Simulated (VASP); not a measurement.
# AlSn (P-6m2) in VASP: further runs, part 2 of 2

VASP 6.6.1. Earlier steps stand in the parts before.

### Step 3. Single point, PBEsol

File INCAR:

```
SYSTEM = AlSn
PREC = Accurate ; ENCUT = 520
EDIFF = 1E-7 ; ISMEAR = 0
SIGMA = 0.02 ; LREAL = .FALSE.
LASPH = .TRUE. ; NELM = 60
ALGO = Normal ; ISIF = 2
LWAVE = .FALSE. ; LCHARG = .FALSE.
GGA = PS ; NBANDS = 16
```

File KPOINTS:

```
Automatic mesh
0
G
  7 7 8
  0 0 0
```

File POSCAR:

```
AlSn
1.0
    4.1981056157      0.0000000000      0.0000000000
   -2.0990528078      3.6356661109      0.0000000000
    0.0000000000      0.0000000000      3.3068470000
Sn Al
1 1
Direct
    0.3333333333      0.6666666667      0.5000000000
    0.0000000000      0.0000000000      0.0000000000
```

Potentials or basis: VASP PAW PBE potentials, release 64 (Sn_d, Al).

On the command line:

```console
$ cat potpaw_PBE.64/Sn_d/POTCAR potpaw_PBE.64/Al/POTCAR > POTCAR
$ mpirun -np 1 vasp_std > vasp.out
```

OUTCAR:

```text
SYSTEM = AlSn
   PREC = Accurate
   ENCUT = 520
   EDIFF = 1E-7
   ISMEAR = 0
   LREAL = .FALSE.
   LASPH = .TRUE.
   NELM = 60
   ISIF = 2
   GGA = PS

 ion  position               nearest neighbor table
   1  0.333  0.667  0.500-   2 2.93   2 2.93   2 2.93   2 2.93   2 2.93   2 2.93
   2  0.000  0.000  0.000-   1 2.93   1 2.93   1 2.93   1 2.93   1 2.93   1 2.93

  LATTYP: Found a hexagonal cell.
 ALAT       =     4.1981056157
 C/A-ratio  =     0.7876998110

  Lattice vectors:

 A1 = (   4.1981056157,   0.0000000000,   0.0000000000)
 A2 = (  -2.0990528078,   3.6356661109,   0.0000000000)
 A3 = (   0.0000000000,   0.0000000000,   3.3068470000)

Analysis of symmetry for initial positions (statically):
=====================================================================
 Subroutine PRICEL returns:
 Original cell was already a primitive cell.

 Routine SETGRP: Setting up the symmetry group for a
 hexagonal supercell.

 Subroutine GETGRP returns: Found 12 space group operations
 (whereof 12 operations were pure point group operations)
 out of a pool of 24 trial point group operations.

The static configuration has the point symmetry D_3h.

Analysis of symmetry for dynamics (positions and initial velocities):
=====================================================================
 Subroutine PRICEL returns:
 Original cell was already a primitive cell.

 Routine SETGRP: Setting up the symmetry group for a
 hexagonal supercell.

 Subroutine GETGRP returns: Found 12 space group operations
 (whereof 12 operations were pure point group operations)
 out of a pool of 24 trial point group operations.

The dynamic configuration has the point symmetry D_3h.

 Subroutine INISYM returns: Found 12 space group operations
 (whereof 12 operations are pure point group operations),
 and found     1 'primitive' translations

----------------------------------------------------------------------------------------

                                     Primitive cell

[... 105 lines left out ...]
   ISMEAR =     0;   SIGMA  =   0.02  broadening in eV -4-tet -1-fermi 0-gaus
   EFERMI_NEDOS =   21; number of points for ismear=-14 and -15
   IALGO  =     38    algorithm
   IMIX   =      4    mixing-type and parameters
     AMIX     =   0.40;   BMIX     =  1.00
     AMIX_MAG =   1.60;   BMIX_MAG =  1.00
  volume/ion in A,a.u.               =      25.24       170.30
  Fermi-wavevector in a.u.,A,eV,Ry     =   1.139044  2.152482 17.652500  1.297422
  Thomas-Fermi vector in A             =   2.275748
   LORBIT       =      0    0 simple, 1 ext, 2 COOP (PROOUT), +10 PAW based schemes
   GGA     = PS    functional components
   LHFCALC =     F    Hartree Fock is set to
   AEXX    =    0.0000 exact exchange contribution
   IVDW    =     0    specifies the selected vdW correction
   LEPSILON=     F    determine dielectric tensor
   LRPA    =     F    only Hartree local field effects (RPA)
 non-spin polarized calculation
 Gauss-broadening in eV      SIGMA  =   0.02
  energy-cutoff  :      520.00
  volume of cell :       50.47
 maximum number of plane-waves:      1374
 NGX is ok and might be reduce to    32
   NGX = 15   NGY = 15   NGZ = 13

 number of electron      16.9999999 magnetization

 Free energy of the ion-electron system (eV)
  ---------------------------------------------------
  ext. energy  EPLUGINS =         0.00000000
  ---------------------------------------------------
  free energy    TOTEN  =        -7.96450629 eV

  energy without entropy =       -7.96441457  energy(sigma->0) =       -7.96446043

 E-fermi :   6.3209     XC(G=0):  -9.6844

 val. band max:        6.2311462972   @ k =   0.2857   0.2857   0.2500
 cond. band min:       6.3304232179   @ k =   0.0000   0.0000   0.1250
 fundamental gap:      0.0992769207
 Fermi energy:         6.3208846215

 k-point     1 :       0.0000    0.0000    0.0000
  band No.  band energies     occupation
      1     -14.9397      2.00000
      2     -14.8372      2.00000
      3     -14.8372      2.00000
      4     -14.8141      2.00000
      5     -14.8141      2.00000
      6      -4.1471      2.00000
[... 433 lines left out ...]
      3     -14.8396      2.00000
      4     -14.8277      2.00000
      5     -14.8190      2.00000
      6      -1.2328      2.00000
[... 8 lines left out ...]
     15      18.4965      0.00000
     16      18.5504      0.00000

 [... further k-points ...]
[... 5 lines left out ...]
  --------------------------------------------------------------------------------------
  -------------------------------------------------------------------------------------
  Total       -0.6305684     -0.6305684     -0.4401878     -0.0000000      0.0000000      0.0000000
  in kB      -20.0166474    -20.0166474    -13.9732404     -0.0000000      0.0000000      0.0000000
  external PRESSURE =     -18.0021784 kB  Pullay stress =       0.0000000 kB

 VOLUME and BASIS-vectors are now :
 -----------------------------------------------------------------------------
  energy-cutoff  :      520.00
  volume of cell :       50.47
      direct lattice vectors                 reciprocal lattice vectors
     4.198105616  0.000000000  0.000000000     0.238202678  0.137526380  0.000000000
    -2.099052808  3.635666111  0.000000000     0.000000000  0.275052760  0.000000000
     0.000000000  0.000000000  3.306847000     0.000000000  0.000000000  0.302402863

 POSITION                                       TOTAL-FORCE (eV/Angst)
 -----------------------------------------------------------------------------------
     -0.00000      2.42378      1.65342         0.000000      0.000000      0.000000
      0.00000      0.00000      0.00000        -0.000000      0.000000      0.000000
 -----------------------------------------------------------------------------------
    total drift:                                0.000000     -0.000000     -0.000000

  FREE ENERGIE OF THE ION-ELECTRON SYSTEM (eV)
  ---------------------------------------------------
  free  energy   TOTEN  =        -7.9645062895 eV

  energy  without entropy=       -7.9644145744  energy(sigma->0) =       -7.96446043
```

stdout:

```text
POSCAR found type information on POSCAR SnAl
 POSCAR found :  2 types and       2 ions
 scaLAPACK will be used
 -----------------------------------------------------------------------------
|                                                                             |
|                                                                             |
|     You enforced a specific xc type in the INCAR file but a different       |
|     I HOPE YOU KNOW WHAT YOU ARE DOING!                                     |
|                                                                             |
 -----------------------------------------------------------------------------

 LDA part: xc-table for (Slater+PW92), standard interpolation
 POSCAR, INCAR and KPOINTS ok, starting setup
 FFT: planning ... GRIDC
 FFT: planning ... GRID_SOFT
 FFT: planning ... GRID
 WAVECAR not read
 entering main loop
```

Wall time 21 s (1 thread of Intel Xeon Platinum 8488C (Sapphire Rapids), shared host); peak memory 0.18 GiB.

Results:

| Property | Result |
| --- | --- |
| Free energy | -7.9645 eV |
| Pressure | -1.8 GPa |
| Band gap on the k mesh | zero (an odd number of electrons rules out a gap without spin polarisation) |

Caveat: the PAW data sets were made with another functional, which shifts forces and pressure a little; spin-orbit coupling is left out, which moves the levels of the heavy elements.

### Step 4. Single point, RPBE

File INCAR:

```
PREC = Accurate
ENCUT = 520
EDIFF = 1E-6
ISMEAR = 0
SIGMA = 0.02
LREAL = False
LASPH = True
NELM = 100
ALGO = Normal
ISIF = 2
LWAVE = False
LCHARG = False
GGA = RP
NBANDS = 16
```

File KPOINTS:

```
Automatic mesh
0
Gamma
  7 7 8
```

POSCAR is that of step 3.

On the command line:

```console
$ cat potpaw_PBE.64/Sn_d/POTCAR potpaw_PBE.64/Al/POTCAR > POTCAR
$ mpirun -np 1 vasp_std > vasp.out
```

It took 22 s on 1 thread of Intel Xeon Platinum 8488C (Sapphire Rapids), shared host; peak memory 0.18 GiB.

It converged, with:

| Property | Result |
| --- | --- |
| Free energy | -6.5898 eV |
| Pressure | 1.5 GPa |
| Band gap on the k mesh | zero (an odd number of electrons rules out a gap without spin polarisation) |

Stress tensor (GPa, compression positive):
```
1.15 0.00 0.00
0.00 1.15 0.00
0.00 0.00 2.07
```

Levels at points of the mesh, in eV from the Fermi level:
| k point | band 4 | band 5 | band 6 | band 7 | band 8 | band 9 | band 10 | band 11 | band 12 | band 13 |
| --- | --- | --- | --- | --- | --- | --- | --- | --- | --- | --- |
| (0.00, 0.00, 0.00) | -21.29 | -21.29 | -10.43 | -0.22 | -0.22 | 0.76 | 2.63 | 3.12 | 3.12 | 5.17 |
| (0.00, 0.00, 0.50) | -21.30 | -21.23 | -7.40 | -6.21 | 2.74 | 2.74 | 3.57 | 3.57 | 3.81 | 4.24 |

Caveat: the PAW data sets were made with another functional, which shifts forces and pressure a little; spin-orbit coupling is left out, which moves the levels of the heavy elements.

### Step 5. Summary

```tsv
level	potentials or basis	gap on the mesh (eV)	pressure (GPa)
LDA	VASP PAW LDA potentials, release 64 (Sn_d, Al)	none	-3.0
PBEsol	VASP PAW PBE potentials, release 64 (Sn_d, Al)	none	-1.8
RPBE	VASP PAW PBE potentials, release 64 (Sn_d, Al)	none	1.5
```

Alike in all rows: task single point; no spin polarisation; cell as given; k mesh 7 × 7 × 8; cutoff (eV) 520; smearing gaussian 0.02 eV.

Caveats: spin-orbit coupling is left out, which moves the levels of the heavy elements; the PAW data sets were made with another functional, which shifts forces and pressure a little (at least some runs); the cell stands under tension (at least some runs).

Total energies depend on the potentials used, so only differences within one code and one set of settings carry meaning.
